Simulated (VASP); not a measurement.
A run of VASP 6.6.1:

Contents of INCAR:

```
ALGO     = Normal         # electronic algorithm
EDIFF    = 1E-6           # SCF threshold, eV
ENCUT    = 520            # plane-wave cutoff, eV
GGA      = PE             # functional
ISIF     = 2              # what is computed and relaxed
ISMEAR   = -1             # smearing method
LASPH    = True           # aspherical terms in the spheres
LCHARG   = False          # write CHGCAR
LREAL    = False          # projectors in reciprocal space
LWAVE    = False          # write WAVECAR
NBANDS   = 28             # bands
NELM     = 60             # most SCF steps
PREC     = Accurate       # precision mode
SIGMA    = 0.02           # smearing width, eV
```

File KPOINTS:

```
k-points
0
Gamma
  5 5 4
```

Contents of POSCAR:

```
SnO
1.0
    3.7986000000      0.0000000000      0.0000000000
    0.0000000000      3.7986000000      0.0000000000
    0.0000000000      0.0000000000      4.8408000000
Sn O
2 2
Direct
    0.5000000000      0.0000000000      0.2420408503
    0.0000000000      0.5000000000      0.7579591497
    0.0000000000      0.0000000000      0.0000000000
    0.5000000000      0.5000000000      0.0000000000
```

Potentials or basis: VASP PAW PBE potentials, release 64 (Sn_d, O).

Run with:

```sh
$ cat potpaw_PBE.64/Sn_d/POTCAR potpaw_PBE.64/O/POTCAR > POTCAR
$ mpirun -np 1 vasp_std > vasp.out
```

Hardware: 1 thread of Intel(R) Xeon(R) Platinum 8488C (Sapphire Rapids) (shared host).

Question: How long does it take, and how much memory?

Answer: Run time: 26 s on 1 thread of Intel(R) Xeon(R) Platinum 8488C (Sapphire Rapids) (shared host), peak memory 0.18 GiB. Counts: scf iterations 14, k points 18.
